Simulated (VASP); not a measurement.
N:

```
N
1.0
     3.58042   -0.02077    0.00000
    -1.80819    3.11112    0.00000
     0.00000    0.00000    7.64151
N
4
Direct
  0.33333 0.66667 0.32157
  0.33333 0.66667 0.17843
  0.66667 0.33333 0.82157
  0.66667 0.33333 0.67843
```

This cell differs from its parent crystal: shear xy strain -1.2%.

Base run:

| Property | Result |
| --- | --- |
| Program | VASP 6.6.1 |
| Functional | r2SCAN |
| Potentials or basis | VASP PAW PBE potentials, release 64 (N) |
| Cutoff | 520 eV |
| k mesh | 12 × 12 × 4 |
| Occupations | gaussian, width 0.01 eV |
| Spin | no spin polarisation |

Its results: band gap on the k mesh 7.70 eV (least direct gap 7.75 eV); pressure 3.1 GPa; largest force 2.245 eV/Å.

The run is repeated on the same cell with these changes: functional from r2SCAN to PBE; occupations from gaussian, width 0.01 eV to fermi-dirac, width 0.02 eV. What comes out?

Band gap on the k mesh 7.03 eV (least direct gap 7.08 eV); pressure 4.9 GPa; largest force 3.131 eV/Å.

Caveats: the standard files for N, O and F lose accuracy on very short bonds; the stress differs along the axes, from 0 to 9 GPa (at least some runs); the PAW data sets were made with another functional, which shifts forces and pressure a little (at least some runs); the stress differs along the axes, from 1 to 13 GPa (at least some runs); this functional lacks dispersion, which holds the molecules together, so the pressure and a relaxed volume are unreliable (at least some runs); forces of over 1 eV/Å act on the atoms, so gaps and moduli don't describe the material at rest (at least some runs).

A k mesh can miss the band edges.
